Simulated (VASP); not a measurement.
A run of VASP 6.6.1:

Contents of POSCAR:

```
GaN
1.0
    0.0000000000      2.1905366168      2.1905366168
    2.1905366168      0.0000000000      2.1905366168
    2.1905366168      2.1905366168      0.0000000000
Ga N
1 1
Direct
    0.5000000000      0.5000000000      0.5000000000
    0.0000000000      0.0000000000      0.0000000000
```

File INCAR.step1:

```
SYSTEM = GaN
PREC = Accurate ; ENCUT = 520
ISMEAR = -1 ; SIGMA = 0.02
LREAL = .False. ; LASPH = .True.
NELM = 60 ; NBANDS = 16
GGA = PE ; ALGO = Normal
EDIFF = 1E-4 ; LWAVE = .True.
LCHARG = .False.
```

File INCAR.step2:

```
SYSTEM = GaN
PREC = Accurate ; ENCUT = 520
EDIFF = 1E-7 ; ISMEAR = -1
SIGMA = 0.02 ; LREAL = .False.
LASPH = .True. ; NELM = 60
ALGO = Normal ; ISIF = 2
LWAVE = .False. ; LCHARG = .True.
METAGGA = R2SCAN ; LMIXTAU = .True.
LELF = .True. ; LVHAR = .True.
NBANDS = 16 ; ISTART = 1
```

KPOINTS

```
regular mesh
0
Gamma
  10 10 10
  0 0 0
```

Potentials or basis: VASP PAW PBE potentials, release 64 (Ga_d, N).

Run with:

```console
$ cat potpaw_PBE.64/Ga_d/POTCAR potpaw_PBE.64/N/POTCAR > POTCAR
$ cp INCAR.step1 INCAR
$ mpirun -np 1 vasp_std > vasp.out
$ cp INCAR.step2 INCAR
$ mpirun -np 1 vasp_std > vasp.out
```

Hardware: 1 thread of AMD EPYC 9R45 96-Core Processor (Zen 5), with other jobs on the host.

How long does it take, and how much memory?

Wall time 51 s on 1 thread of AMD EPYC 9R45 96-Core Processor (Zen 5), with other jobs on the host, peak memory 0.12 GiB. Counts: k points 47.
